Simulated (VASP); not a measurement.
# MgW in VASP: a series of runs

MgW is run at these levels: PBEsol; tasks: single point.

Program: VASP 6.6.1. These are calculated values, not measurements. Logs are shortened: lines on timing, memory, paths and dates and some standing lists are left out, and cuts for length are marked.

**1. The cell of the first run**

The typed cell holds 4 atoms: a = 4.695 Å, b = 5.737 Å, c = 4.891 Å, α = 90.00°, β = 89.90°, γ = 90.23°.

**2. Single point, PBEsol (atoms moved at random and the cell strained at random)**

Contents of INCAR:

```
PREC = Accurate
ENCUT = 520
EDIFF = 1E-6
ISMEAR = 0
SIGMA = 0.1
LREAL = False
LASPH = True
NELM = 100
ALGO = Normal
ISIF = 2
LWAVE = False
LCHARG = True
GGA = PS
LELF = True
LVHAR = True
NBANDS = 24
```

Contents of KPOINTS:

```
Automatic mesh
0
Gamma
  8 6 8
```

Contents of POSCAR:

```
MgW
1.0
    4.6946484000     -0.0092664000      0.0177840000
   -0.0112068000      5.7374288000      0.0000566000
   -0.0097330082      0.0001053124      4.8913751704
Mg W
2 2
Direct
    0.5016484409      0.3287561837      0.7445202361
    0.4952025413      0.6832455830      0.2467499472
   -0.0041545150      0.8130954064      0.7647095888
    0.0073035327      0.1749028269      0.2440202280
```

Potentials or basis: VASP PAW PBE potentials, release 64 (Mg, W_sv).

Command:

```sh
cat potpaw_PBE.64/Mg/POTCAR potpaw_PBE.64/W_sv/POTCAR > POTCAR
mpirun -np 1 vasp_std > vasp.out
```

OUTCAR:

```text
PREC = Accurate
   ENCUT = 520
   EDIFF = 1E-6
   ISMEAR = 0
   LREAL = False
   LASPH = True
   NELM = 100
   ISIF = 2
   GGA = PS

 ion  position               nearest neighbor table
   1  0.502  0.329  0.745-   2 3.17   2 3.19   4 3.48   4 3.49   4 3.52   4 3.52
   2  0.495  0.683  0.247-   1 3.17   1 3.19   3 3.41   3 3.41   3 3.53   3 3.54
   3  0.996  0.813  0.765-   4 3.13   4 3.29   2 3.41   2 3.41   2 3.53   2 3.54
   4  0.007  0.175  0.244-   3 3.13   3 3.29   1 3.48   1 3.49   1 3.52   1 3.52

  LATTYP: Found a triclinic cell.
 ALAT       =     4.6946912291
 B/A-ratio  =     1.5821368193
 C/A-ratio  =     1.0418970314
 COS(alpha) =     0.0011093425
 COS(beta)  =     0.0017982500
 COS(gamma) =     0.6350899919

  Lattice vectors:

 A1 = (  -4.6946484000,   0.0092664000,  -0.0177840000)
 A2 = (  -4.7058552000,   5.7466952000,  -0.0177274000)
 A3 = (   0.0097330082,  -0.0001053124,  -4.8913751704)

Analysis of symmetry for initial positions (statically):
=====================================================================
 Subroutine PRICEL returns:
 Original cell was already a primitive cell.

 Routine SETGRP: Setting up the symmetry group for a
 triclinic supercell.

 Subroutine GETGRP returns: Found  1 space group operations
 (whereof  1 operations were pure point group operations)
 out of a pool of  2 trial point group operations.

The static configuration has the point symmetry C_1 .

Analysis of symmetry for dynamics (positions and initial velocities):
=====================================================================
 Subroutine PRICEL returns:
 Original cell was already a primitive cell.

 Routine SETGRP: Setting up the symmetry group for a
 triclinic supercell.

 Subroutine GETGRP returns: Found  1 space group operations
 (whereof  1 operations were pure point group operations)
 out of a pool of  2 trial point group operations.

The dynamic configuration has the point symmetry C_1 .

 Subroutine INISYM returns: Found  1 space group operations
 (whereof  1 operations are pure point group operations),
 and found     1 'primitive' translations

----------------------------------------------------------------------------------------

                                     Primitive cell

  volume of cell :     131.7507

  direct lattice vectors                    reciprocal lattice vectors
     4.694648400 -0.009266400  0.017784000     0.213007713  0.000416059  0.000423840
    -0.011206800  5.737428800  0.000056600     0.000344038  0.174294774 -0.000003068
    -0.009733008  0.000105312  4.891375170    -0.000774455 -0.000003530  0.204439943

  length of vectors
     4.694691229  5.737439745  4.891384855     0.213008541  0.174295114  0.204441410

  position of ions in fractional coordinates (direct lattice)
     0.501648441  0.328756184  0.744520236
     0.495202541  0.683245583  0.246749947
     0.995845485  0.813095406  0.764709589
     0.007303533  0.174902827  0.244020228

  ion indices of the primitive-cell ions
   primitive index   ion index
                 1           1
                 2           2
                 3           3
                 4           4

----------------------------------------------------------------------------------------

 KPOINTS: Automatic mesh

Automatic generation of k-mesh.
 Grid dimensions read from file:
 generate k-points for:    8    6    8

 Generating k-lattice:

  Cartesian coordinates                     Fractional coordinates (reciprocal lattice)
     0.026625964  0.000052007  0.000052980     0.125000000  0.000000000  0.000000000
     0.000057340  0.029049129 -0.000000511    -0.000000000  0.166666667  0.000000000
    -0.000096807 -0.000000441  0.025554993    -0.000000000  0.000000000  0.125000000

  Length of vectors
     0.026626068  0.029049186  0.025555176

  Shift w.r.t. Gamma in fractional coordinates (k-lattice)
     0.000000000  0.000000000  0.000000000

 Subroutine IBZKPT returns following result:
 ===========================================

 Found    196 irreducible k-points:

 Following reciprocal coordinates:
            Coordinates               Weight
  0.000000  0.000000  0.000000      1.000000
  0.125000 -0.000000  0.000000      2.000000
  0.250000 -0.000000  0.000000      2.000000
  0.375000 -0.000000  0.000000      2.000000
  0.500000 -0.000000  0.000000      1.000000
 -0.000000  0.166667 -0.000000      2.000000
[... 16 lines left out ...]
  0.125000  0.500000 -0.000000      2.000000
  0.250000  0.500000  0.000000      2.000000
 [... further k-points ...]
   k-points           NKPTS =    196   k-points in BZ     NKDIM =    196   number of bands    NBANDS=     24
   number of dos      NEDOS =    301   number of ions     NIONS =      4
   total plane-waves  NPLWV =  62208
   dimension x,y,z NGX =    36 NGY =   48 NGZ =   36
   dimension x,y,z NGXF=    72 NGYF=   96 NGZF=   72
   ions per type =               2   2
   NGX,Y,Z   is equivalent  to a cutoff of  12.75, 13.91, 12.24 a.u.
   NGXF,Y,Z  is equivalent  to a cutoff of  25.50, 27.82, 24.47 a.u.
 SYSTEM =  unknown system
   PREC   = accura    normal or accurate (medium, high low for compatibility)
   ISTART =      0    job   : 0-new  1-cont  2-samecut
   ICHARG =      2    charge: 1-file 2-atom 10-const
   ISPIN  =      1    spin polarized calculation?
   LNONCOLLINEAR =      F non collinear calculations
   LSORBIT =      F    spin-orbit coupling
   LASPH  =      T    aspherical Exc in radial PAW
   ENCUT  =  520.0 eV  38.22 Ry    6.18 a.u.   8.73 10.67  9.09*2*pi/ulx,y,z
   NELM   =    100;   NELMIN=  2; NELMDL= -5     # of ELM steps
   EDIFF  = 0.1E-05   stopping-criterion for ELM
   LREAL  =      F    real-space projection
   EDIFFG = 0.1E-04   stopping-criterion for IOM
   NSW    =      0    number of steps for IOM
   IBRION =     -1    ionic relax: 0-MD 1-quasi-New 2-CG
   NFREE  =      0    steps in history (QN), initial steepest desc. (CG)
   ISIF   =      2    stress and relaxation
   ISYM   =      2    0-nonsym 1-usesym 2-fastsym
   POTIM  = 0.5000    time-step for ionic-motion
   TEBEG  =    0.0;   TEEND  =   0.0 temperature during run
   PSTRESS=    0.0 pullay stress
   NELECT =      32.0000    total number of electrons
   NUPDOWN=      -1.0000    fix difference up-down
   EMIN   =  10.00;   EMAX   =-10.00  energy-range for DOS
   EFERMI =   0.00;   METHOD = LEGACY
   ISMEAR =     0;   SIGMA  =   0.10  broadening in eV -4-tet -1-fermi 0-gaus
   EFERMI_NEDOS =   21; number of points for ismear=-14 and -15
   IALGO  =     38    algorithm
   IMIX   =      4    mixing-type and parameters
     AMIX     =   0.40;   BMIX     =  1.00
     AMIX_MAG =   1.60;   BMIX_MAG =  1.00
  volume/ion in A,a.u.               =      32.94       222.27
  Fermi-wavevector in a.u.,A,eV,Ry     =   1.021427  1.930216 14.195126  1.043312
  Thomas-Fermi vector in A             =   2.155051
   LORBIT       =      0    0 simple, 1 ext, 2 COOP (PROOUT), +10 PAW based schemes
   GGA     = PS    functional components
   LHFCALC =     F    Hartree Fock is set to
   AEXX    =    0.0000 exact exchange contribution
   IVDW    =     0    specifies the selected vdW correction
   LEPSILON=     F    determine dielectric tensor
   LRPA    =     F    only Hartree local field effects (RPA)
 non-spin polarized calculation
 Gauss-broadening in eV      SIGMA  =   0.10
  energy-cutoff  :      520.00
  volume of cell :      131.75
 maximum number of plane-waves:      3592
   NGX = 17   NGY = 21   NGZ = 19

 number of electron      31.9999998 magnetization

 Free energy of the ion-electron system (eV)
  ---------------------------------------------------
  ext. energy  EPLUGINS =         0.00000000
  ---------------------------------------------------
  free energy    TOTEN  =       -19.98298599 eV

  energy without entropy =      -19.95979385  energy(sigma->0) =      -19.97138992

 E-fermi :   1.7704     XC(G=0):  -8.7147

 val. band max:        1.7653468622   @ k =  -0.2500   0.5000   0.2500
 cond. band min:       1.7743483846   @ k =   0.2500   0.5000   0.2500
 fundamental gap:      0.0090015224
 Fermi energy:         1.7704299014

 k-point     1 :       0.0000    0.0000    0.0000
  band No.  band energies     occupation
      1     -72.7084      2.00000
      2     -72.6984      2.00000
      3     -36.8441      2.00000
      4     -36.8272      2.00000
      5     -36.7581      2.00000
      6     -36.7492      2.00000
[... 16 lines left out ...]
     23       3.7122      0.00000
     24       5.7331      0.00000

 k-point     2 :       0.1250   -0.0000    0.0000
  band No.  band energies     occupation
      1     -72.7084      2.00000
      2     -72.6984      2.00000
      3     -36.8443      2.00000
      4     -36.8273      2.00000
      5     -36.7580      2.00000
      6     -36.7492      2.00000
[... 16 lines left out ...]
     23       3.6825      0.00000
     24       5.5669      0.00000

 k-point     3 :       0.2500   -0.0000    0.0000
  band No.  band energies     occupation
      1     -72.7084      2.00000
      2     -72.6984      2.00000
      3     -36.8447      2.00000
      4     -36.8277      2.00000
      5     -36.7580      2.00000
      6     -36.7491      2.00000
[... 16 lines left out ...]
     23       3.9990      0.00000
     24       5.1566      0.00000
[... 514 lines left out ...]
 k-point    23 :       0.1250    0.5000   -0.0000
  band No.  band energies     occupation
      1     -72.7084      2.00000
      2     -72.6984      2.00000
      3     -36.8441      2.00000
      4     -36.8275      2.00000
      5     -36.7570      2.00000
      6     -36.7475      2.00000
[... 16 lines left out ...]
     23       5.1736      0.00000
     24       5.6414      0.00000

 k-point    24 :       0.2500    0.5000    0.0000
  band No.  band energies     occupation
      1     -72.7084      2.00000
      2     -72.6984      2.00000
      3     -36.8445      2.00000
      4     -36.8279      2.00000
      5     -36.7570      2.00000
      6     -36.7475      2.00000
[... 16 lines left out ...]
     23       5.7139      0.00000
     24       5.8322      0.00000

 [... further k-points ...]

------------------------ aborting loop because EDIFF is reached ----------------------------------------

  FORCE on cell =-STRESS in cart. coord.  units (eV):
  Direction    XX          YY          ZZ          XY          YZ          ZX
  --------------------------------------------------------------------------------------
  -------------------------------------------------------------------------------------
  Total      -14.0619759    -19.1248804    -19.7999553     -0.1558859     -0.5866050     -0.0320582
  in kB     -171.0030977   -232.5714255   -240.7807913     -1.8956778     -7.1335118     -0.3898491
  external PRESSURE =    -214.7851048 kB  Pullay stress =       0.0000000 kB

 VOLUME and BASIS-vectors are now :
 -----------------------------------------------------------------------------
  energy-cutoff  :      520.00
  volume of cell :      131.75
      direct lattice vectors                 reciprocal lattice vectors
     4.694648400 -0.009266400  0.017784000     0.213007713  0.000416059  0.000423840
    -0.011206800  5.737428800  0.000056600     0.000344038  0.174294774 -0.000003068
    -0.009733008  0.000105312  4.891375170    -0.000774455 -0.000003530  0.204439943

 POSITION                                       TOTAL-FORCE (eV/Angst)
 -----------------------------------------------------------------------------------
      2.34413      1.88165      3.65067         0.003741     -0.631884      0.091283
      2.31474      3.91551      1.21579        -0.019547      0.670133     -0.070398
      4.65859      4.65593      3.75824         0.126409      2.956316      0.337649
      0.02995      1.00345      1.19373        -0.110603     -2.994565     -0.358534
 -----------------------------------------------------------------------------------
    total drift:                                0.000139     -0.000855      0.000052

  FREE ENERGIE OF THE ION-ELECTRON SYSTEM (eV)
  ---------------------------------------------------
  free  energy   TOTEN  =       -19.9829859934 eV

  energy  without entropy=      -19.9597938483  energy(sigma->0) =      -19.97138992
```

Run time: 6.3 min. Hardware: 1 thread of Intel Xeon Platinum 8488C (Sapphire Rapids), shared host; peak memory 0.65 GiB.

Results:

```
Free energy            : -19.9830 eV
Pressure               : -21.5 GPa
Largest force          : 3.018 eV/Å
Band gap on the k mesh : zero (band 16 reaches 2.07 eV, above the bottom of band 17 at 1.54 eV)
```

Forces on the atoms (eV/Å):
```
Mg   0.004 -0.632  0.091
Mg  -0.020  0.670 -0.070
W    0.126  2.956  0.338
W   -0.111 -2.995 -0.359
```

Caveat: the cell differs from its parent crystal (atoms moved at random and the cell strained at random); the PAW data sets were made with another functional, which shifts forces and pressure a little; spin-orbit coupling is left out, which moves the levels of the heavy elements.

**3. Single point, PBEsol**

This run uses another cell than the first one, of 32.58 Å³/atom, 0.989 times its volume.

Contents of INCAR:

```
SYSTEM = MgW
PREC = Accurate
ENCUT = 520
EDIFF = 1E-7
ISMEAR = 0
SIGMA = 0.1
LREAL = .False.
LASPH = .True.
NELM = 100
ALGO = Normal
ISIF = 2
LWAVE = .False.
LCHARG = .True.
GGA = PS
LELF = .True.
LVHAR = .True.
NBANDS = 24
```

Contents of KPOINTS:

```
Automatic mesh
0
Gamma
  4 4 4
  0 0 0
```

Contents of POSCAR:

```
MgW
1.0
    4.6800000000      0.0000000000      0.0000000000
    0.0000000000      5.6600000000      0.0000000000
   -0.0283400000      0.0000000000      4.9199200000
Mg W
2 2
Direct
    0.5000000000      0.3200000000      0.7500000000
    0.5000000000      0.6800000000      0.2500000000
    0.0000000000      0.8180000000      0.7500000000
    0.0000000000      0.1820000000      0.2500000000
```

Potentials or basis: VASP PAW PBE potentials, release 64 (Mg, W_sv).

Command:

```sh
cat potpaw_PBE.64/Mg/POTCAR potpaw_PBE.64/W_sv/POTCAR > POTCAR
mpirun -np 1 vasp_std > vasp.out
```

Wall time 59 s (1 thread of Intel Xeon Platinum 8488C (Sapphire Rapids), shared host); peak memory 0.28 GiB.

The run converged. Its results:

```yaml
Free_energy: -20.1273 eV
Pressure: -21.8 GPa
Largest_force: 2.903 eV/Å
Band_gap_on_the_k_mesh: zero (band 16 reaches 2.16 eV, above the bottom of band 17 at 1.63 eV)
```

Forces in eV/Å, atoms in the order of the input:
```
Mg   0.000 -0.621  0.000
Mg   0.000  0.621  0.000
W    0.000  2.903  0.000
W    0.000 -2.903  0.000
```

Stress tensor (GPa, compression positive):
```
-17.26   0.00   0.10
  0.00 -23.39   0.00
  0.10   0.00 -24.73
```

Levels at points of the mesh, in eV from the Fermi level:
```
           k point  band 14  band 15  band 16  band 17  band 18  band 19
(0.00, 0.00, 0.00)    -0.40    -0.38    -0.33     0.52     0.77     1.23
(0.50, 0.00, 0.00)    -0.93    -0.16     0.17     0.49     0.62     0.66
(0.00, 0.50, 0.00)    -0.27    -0.23    -0.12    -0.06     0.11     0.61
(0.50, 0.50, 0.00)    -0.74    -0.63     0.05     0.18     0.24     0.56
(0.00, 0.00, 0.50)    -0.56    -0.51    -0.51     0.37     0.37     0.69
(0.50, 0.00, 0.50)    -0.80    -0.73    -0.73     0.40     0.40     0.93
(0.00, 0.50, 0.50)    -0.79    -0.65    -0.65     0.25     0.25     0.80
(0.50, 0.50, 0.50)    -0.54    -0.08    -0.08     0.31     0.31     0.41
```

Caveat: the PAW data sets were made with another functional, which shifts forces and pressure a little; spin-orbit coupling is left out, which moves the levels of the heavy elements.
